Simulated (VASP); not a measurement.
# KTaO3 (R-3m) in VASP: a series of runs, part 2 of 2

VASP 6.6.1.

## Step 3: Single point, PBE

This run uses another cell than the first one, of the same volume but with other edges.

File INCAR:

```
SYSTEM = KTaO3
PREC = Accurate ; ENCUT = 700
EDIFF = 1E-6 ; ISMEAR = 0
SIGMA = 0.05 ; LREAL = .FALSE.
LASPH = .TRUE. ; NELM = 120
ALGO = Normal ; ISIF = 2
LWAVE = .FALSE. ; LCHARG = .TRUE.
GGA = PE ; LELF = .TRUE.
LVHAR = .TRUE. ; NBANDS = 28
GGA_COMPAT = .FALSE.
```

File KPOINTS:

```
Automatic mesh
0
G
  8 8 8
  0 0 0
```

File POSCAR:

```
KTaO3
1.0
    4.0981655192     -0.6304870029     -0.6304870029
   -0.6304870029      4.0981655192     -0.6304870029
   -0.6304870029     -0.6304870029      4.0981655192
K Ta O
1 1 3
Direct
    0.5000000000      0.5000000000      0.5000000000
    0.0000000000      0.0000000000      0.0000000000
    0.5000000000      0.0000000000      0.0000000000
    0.0000000000      0.5000000000      0.0000000000
    0.0000000000      0.0000000000      0.5000000000
```

Potentials or basis: VASP PAW PBE potentials, release 64 (K_sv, Ta_sv_GW, O).

On the command line:

```bash
$ cat potpaw_PBE.64/K_sv/POTCAR potpaw_PBE.64/Ta_sv_GW/POTCAR potpaw_PBE.64/O/POTCAR > POTCAR
$ mpirun -np 1 vasp_std > vasp.out
```

OUTCAR:

```text
SYSTEM = KTaO3
   PREC = Accurate
   ENCUT = 700
   EDIFF = 1E-6
   ISMEAR = 0
   LREAL = .FALSE.
   LASPH = .TRUE.
   NELM = 120
   ISIF = 2
   GGA = PE

 ion  position               nearest neighbor table
   1  0.500  0.500  0.500-   2 2.46   2 2.46   4 2.53   5 2.53   3 2.53   4 2.53   5 2.53   3 2.53

   2  0.000  0.000  0.000-   3 2.10   4 2.10   5 2.10   5 2.10   4 2.10   3 2.10   1 2.46   1 2.46

   3  0.500  0.000  0.000-   2 2.10   2 2.10   1 2.53   1 2.53
   4  0.000  0.500  0.000-   2 2.10   2 2.10   1 2.53   1 2.53
   5  0.000  0.000  0.500-   2 2.10   2 2.10   1 2.53   1 2.53

  LATTYP: Found a trigonal (rhomboedric) cell.
 ALAT       =     4.1940420056
 COS(alpha) =    -0.2711864407

  Lattice vectors:

 A1 = (   4.0981655192,  -0.6304870029,  -0.6304870029)
 A2 = (  -0.6304870029,   4.0981655192,  -0.6304870029)
 A3 = (  -0.6304870029,  -0.6304870029,   4.0981655192)

Analysis of symmetry for initial positions (statically):
=====================================================================
 Subroutine PRICEL returns:
 Original cell was already a primitive cell.

 Routine SETGRP: Setting up the symmetry group for a
 trigonal (rhombohedral) supercell.

 Subroutine GETGRP returns: Found 12 space group operations
 (whereof 12 operations were pure point group operations)
 out of a pool of 12 trial point group operations.

The static configuration has the point symmetry D_3d.

Analysis of symmetry for dynamics (positions and initial velocities):
=====================================================================
 Subroutine PRICEL returns:
 Original cell was already a primitive cell.

 Routine SETGRP: Setting up the symmetry group for a
[... 127 lines left out ...]
   ISMEAR =     0;   SIGMA  =   0.05  broadening in eV -4-tet -1-fermi 0-gaus
   EFERMI_NEDOS =   21; number of points for ismear=-14 and -15
   IALGO  =     38    algorithm
   IMIX   =      4    mixing-type and parameters
     AMIX     =   0.40;   BMIX     =  1.00
     AMIX_MAG =   1.60;   BMIX_MAG =  1.00
  volume/ion in A,a.u.               =      12.69        85.62
  Fermi-wavevector in a.u.,A,eV,Ry     =   1.403806  2.652808 26.812600  1.970671
  Thomas-Fermi vector in A             =   2.526431
   LORBIT       =      0    0 simple, 1 ext, 2 COOP (PROOUT), +10 PAW based schemes
   GGA     = PE    functional components
   LHFCALC =     F    Hartree Fock is set to
   AEXX    =    0.0000 exact exchange contribution
   IVDW    =     0    specifies the selected vdW correction
   LEPSILON=     F    determine dielectric tensor
   LRPA    =     F    only Hartree local field effects (RPA)
 non-spin polarized calculation
 Gauss-broadening in eV      SIGMA  =   0.05
  energy-cutoff  :      700.00
  volume of cell :       63.44
 maximum number of plane-waves:      2690
   NGX = 19   NGY = 19   NGZ = 19

 number of electron      39.9999991 magnetization

 Free energy of the ion-electron system (eV)
  ---------------------------------------------------
  ext. energy  EPLUGINS =         0.00000000
  ---------------------------------------------------
  free energy    TOTEN  =       -36.85572449 eV

  energy without entropy =      -36.85433087  energy(sigma->0) =      -36.85502768

 E-fermi :   4.4251     XC(G=0): -10.9702

 val. band max:        4.4234907966   @ k =   0.5000   0.5000   0.3750
 cond. band min:       4.4451719671   @ k =   0.0000   0.0000   0.0000
 fundamental gap:      0.0216811705
 Fermi energy:         4.4250572736

 k-point     1 :       0.0000    0.0000    0.0000
  band No.  band energies     occupation
      1     -65.0244      2.00000
      2     -31.8650      2.00000
      3     -31.1787      2.00000
      4     -31.1787      2.00000
      5     -25.5882      2.00000
      6     -13.8809      2.00000
[... 733 lines left out ...]
     27      11.8870      0.00000
     28      12.8898      0.00000

 [... further k-points ...]

------------------------ aborting loop because EDIFF is reached ----------------------------------------

  FORCE on cell =-STRESS in cart. coord.  units (eV):
  Direction    XX          YY          ZZ          XY          YZ          ZX
  --------------------------------------------------------------------------------------
  -------------------------------------------------------------------------------------
  Total        1.8722895      1.8722895      1.8722895     12.8636397     12.8636397     12.8636397
  in kB       47.2846433     47.2846433     47.2846433    324.8710372    324.8710372    324.8710372
  external PRESSURE =      47.2846433 kB  Pullay stress =       0.0000000 kB

 VOLUME and BASIS-vectors are now :
 -----------------------------------------------------------------------------
  energy-cutoff  :      700.00
  volume of cell :       63.44
      direct lattice vectors                 reciprocal lattice vectors
     4.098165519 -0.630487003 -0.630487003     0.258471566  0.046994830  0.046994830
    -0.630487003  4.098165519 -0.630487003     0.046994830  0.258471566  0.046994830
    -0.630487003 -0.630487003  4.098165519     0.046994830  0.046994830  0.258471566

 POSITION                                       TOTAL-FORCE (eV/Angst)
 -----------------------------------------------------------------------------------
      1.41860      1.41860      1.41860         0.000000      0.000000     -0.000000
      0.00000      0.00000      0.00000        -0.000000     -0.000000      0.000000
      2.04908     -0.31524     -0.31524         0.000000     -0.000000      0.000000
     -0.31524      2.04908     -0.31524        -0.000000     -0.000000      0.000000
     -0.31524     -0.31524      2.04908        -0.000000      0.000000      0.000000
 -----------------------------------------------------------------------------------
    total drift:                               -0.000000      0.000000     -0.000000

  FREE ENERGIE OF THE ION-ELECTRON SYSTEM (eV)
  ---------------------------------------------------
  free  energy   TOTEN  =       -36.8557244897 eV

  energy  without entropy=      -36.8543308709  energy(sigma->0) =      -36.85502768
```

stdout:

```text
POSCAR found type information on POSCAR K TaO
 POSCAR found :  3 types and       5 ions
 scaLAPACK will be used
 LDA part: xc-table for (Slater+PW92), standard interpolation
 POSCAR, INCAR and KPOINTS ok, starting setup
 FFT: planning ... GRIDC
 FFT: planning ... GRID_SOFT
 FFT: planning ... GRID
 WAVECAR not read
 entering main loop
```

Run time: 2.9 min. Hardware: 1 thread of Intel Xeon Platinum 8259CL at 2.50GHz (Skylake/Cascade Lake), shared host; peak memory 0.34 GiB.

Results:

| Quantity | Value |
| --- | --- |
| Free energy | -36.8557 eV |
| Pressure | 4.7 GPa |
| Band gap on the k mesh | zero (bands 20 and 21 overlap by 0.21 eV) |

Levels at points of the mesh, in eV from the Fermi level:
| k point | band 17 | band 18 | band 19 | band 20 | band 21 | band 22 | band 23 | band 24 |
| --- | --- | --- | --- | --- | --- | --- | --- | --- |
| (0.00, 0.00, 0.00) | -2.19 | -0.70 | -0.62 | -0.12 | -0.12 | 0.02 | 0.02 | 3.85 |
| (0.50, 0.00, 0.00) | -2.64 | -2.54 | -1.74 | -0.31 | 1.60 | 2.22 | 3.19 | 4.36 |
| (0.50, 0.50, 0.00) | -2.66 | -2.04 | -1.88 | -0.21 | 0.47 | 2.89 | 2.96 | 5.05 |
| (0.50, 0.50, 0.50) | -2.23 | -0.30 | -0.30 | 0.09 | 3.63 | 3.82 | 3.82 | 6.77 |

Caveat: the cell stands under pressure; spin-orbit coupling is left out, which moves the levels of the heavy elements.

## Step 4: Single point, PBE

This run uses another cell than the first one, of the same volume but with other edges.

File INCAR:

```
SYSTEM = KTaO3
PREC = Accurate
ENCUT = 700
EDIFF = 1E-6
ISMEAR = 0
SIGMA = 0.05
LREAL = .False.
LASPH = .True.
NELM = 120
ALGO = Normal
ISIF = 2
LWAVE = .False.
LCHARG = .False.
GGA = PE
NBANDS = 28
GGA_COMPAT = .False.
```

File KPOINTS:

```
regular mesh
0
Gamma
  8 8 8
  0 0 0
```

Edit POSCAR of step 3 so:

```diff
@@ -2,5 +2,5 @@
 1.0
-    4.0981655192     -0.6304870029     -0.6304870029
-   -0.6304870029      4.0981655192     -0.6304870029
-   -0.6304870029     -0.6304870029      4.0981655192
+    4.1874526027     -0.8374905205     -0.8374905205
+   -0.8374905205      4.1874526027     -0.8374905205
+   -0.8374905205     -0.8374905205      4.1874526027
 K Ta O
```

On the command line:

```bash
$ cat potpaw_PBE.64/K_sv/POTCAR potpaw_PBE.64/Ta_sv_GW/POTCAR potpaw_PBE.64/O/POTCAR > POTCAR
$ mpirun -np 1 vasp_std > vasp.out
```

It took 1.9 min on 1 thread of AMD EPYC 9R45 (Zen 5), shared host; peak memory 0.34 GiB.

The run converged. Its results:

```
Free energy            : -31.4229 eV
Pressure               : 10.9 GPa
Band gap on the k mesh : zero (bands 20 and 21 overlap by 0.91 eV)
```

Stress tensor (GPa, compression positive):
```
10.94 44.29 44.29
44.29 10.94 44.29
44.29 44.29 10.94
```

Levels at points of the mesh, in eV from the Fermi level:
| k point | band 17 | band 18 | band 19 | band 20 | band 21 | band 22 | band 23 | band 24 |
| --- | --- | --- | --- | --- | --- | --- | --- | --- |
| (0.00, 0.00, 0.00) | -2.14 | -1.28 | -1.28 | -0.73 | -0.63 | 0.23 | 0.23 | 2.69 |
| (0.50, 0.00, 0.00) | -2.44 | -2.40 | -1.53 | -0.11 | 1.55 | 1.65 | 3.48 | 3.90 |
| (0.50, 0.00, 0.50) | -2.17 | -1.94 | -1.81 | -0.39 | -0.12 | 0.95 | 1.62 | 4.03 |
| (0.50, 0.50, 0.50) | -1.61 | -0.28 | -0.28 | 0.28 | 2.79 | 2.79 | 5.73 | 6.53 |

Caveat: the cell stands under pressure; spin-orbit coupling is left out, which moves the levels of the heavy elements.

## Step 5: The runs side by side

| cell | gap on the mesh (eV) | pressure (GPa) |
| --- | --- | --- |
| a = 4.477 Å, angles 60.0°, 5 atoms | none | 14.3 |
| a = 4.194 Å, angles 105.7°, 5 atoms | none | 4.7 |
| a = 4.352 Å, angles 109.5°, 5 atoms | none | 10.9 |

Alike in all rows: task single point; level PBE; potentials or basis VASP PAW PBE potentials, release 64 (K_sv, Ta_sv_GW, O); no spin polarisation; k mesh 8 × 8 × 8; cutoff (eV) 700; smearing gaussian 0.05 eV.

Caveats: the cell stands under pressure; spin-orbit coupling is left out, which moves the levels of the heavy elements.

Total energies depend on the potentials used, so only differences within one code and one set of settings carry meaning.

The gap in the log of VASP goes by the Fermi energy; the results here count the filled bands.